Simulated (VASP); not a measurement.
Input of a VASP 6.6.1 run:

File INCAR:

```
SYSTEM = Ge
PREC = Accurate
ENCUT = 520
EDIFF = 1E-6
ISMEAR = 0
SIGMA = 0.1
LREAL = .False.
LASPH = .True.
NELM = 100
ALGO = Normal
ISIF = 2
LWAVE = .False.
LCHARG = .False.
GGA = PS
NBANDS = 21
```

The input KPOINTS:

```
regular mesh
0
Gamma
  14 14 14
  0 0 0
```

The input POSCAR:

```
Ge
1.0
    0.0000000000      2.8659820336      2.8659820336
    2.8659820336      0.0000000000      2.8659820336
    2.8659820336      2.8659820336      0.0000000000
Ge
2
Direct
    0.0000000000      0.0000000000      0.0000000000
    0.2500000000      0.2500000000      0.2500000000
```

Potentials or basis: VASP PAW PBE potentials, release 64 (Ge_d).

Run with:

```bash
$ cat potpaw_PBE.64/Ge_d/POTCAR > POTCAR
$ mpirun -np 1 vasp_std > vasp.out
```

Question: Estimate the band gap on the k mesh.

Answer: Zero (filled and empty bands touch).

Question: What does it give for the pressure?

Answer: -2.3 GPa.

Caveat: the PAW data sets were made with another functional, which shifts forces and pressure a little.
